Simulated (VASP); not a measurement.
Set up this calculation in VASP 6.6.1, as the native input.

- Task: single point
- Functional: PBE
- Potentials or basis: VASP PAW PBE potentials, release 64 (Ti_sv, Se)
- Cutoff: 520 eV
- k mesh: 4 × 4 × 4
- Occupations: gaussian, width 0.1 eV
- Spin: collinear spin
- Starting moments: [1.0, 1.0, -1.0, -1.0, 0.0] μB
- Dipole correction: no
- Further INCAR settings: ALGO = Normal; EDIFF = 1e-06; NBANDS = 39

The structure of Ti4Se lies in POSCAR:

```
Ti4Se
1.0
   -2.9933570500      2.9933570500      2.9933570500
    2.9933570500     -2.9933570500      2.9933570500
    2.9933570500      2.9933570500     -2.9933570500
Ti Se
4 1
Direct
    0.3495999900      0.3495999900      0.3495999900
    0.6504000100      0.0000000000      0.0000000000
    0.0000000000      0.0000000000      0.6504000100
    0.0000000000      0.6504000100      0.0000000000
    0.0000000000      0.0000000000      0.0000000000
```

The cell was built from a structure type or drawn by symmetry, and may not be a known phase.

The input as run:

INCAR

```
PREC = Accurate
ENCUT = 520
EDIFF = 1E-6
ISMEAR = 0
SIGMA = 0.1
LREAL = False
LASPH = True
NELM = 150
ALGO = Normal
ISIF = 2
LWAVE = False
LCHARG = False
ISPIN = 2
MAGMOM = 1 1 -1 -1 0
LORBIT = 11
LMAXMIX = 4
GGA = PE
NBANDS = 39
```

KPOINTS

```
regular mesh
0
Gamma
  4 4 4
```

Potentials or basis: VASP PAW PBE potentials, release 64 (Ti_sv, Se).

Launch:

```bash
$ cat potpaw_PBE.64/Ti_sv/POTCAR potpaw_PBE.64/Se/POTCAR > POTCAR
$ mpirun -np 1 vasp_std > vasp.out
```

Results of the run:

```yaml
Pressure: 62.7 GPa
Largest_force: 19.635 eV/Å
Band_gap_on_the_k_mesh: zero (filled and empty bands overlap)
Net_moment: 0.00 μB per cell
Valence_electrons_inside_the_program's_atomic_spheres: Ti 10.75; Se 5.36
```

Caveat: the k points lie up to 0.37 Å⁻¹ apart, too coarse for converged energies and pressures of a metal; atoms lie so close that the PAW spheres overlap strongly, which falsifies energies and pressures; forces of over 1 eV/Å act on the atoms, so gaps and moduli don't describe the material at rest.

Wall time 70 s on 1 thread of Intel(R) Xeon(R) 6975P-C (Granite Rapids), on a shared host, peak memory 0.32 GiB.
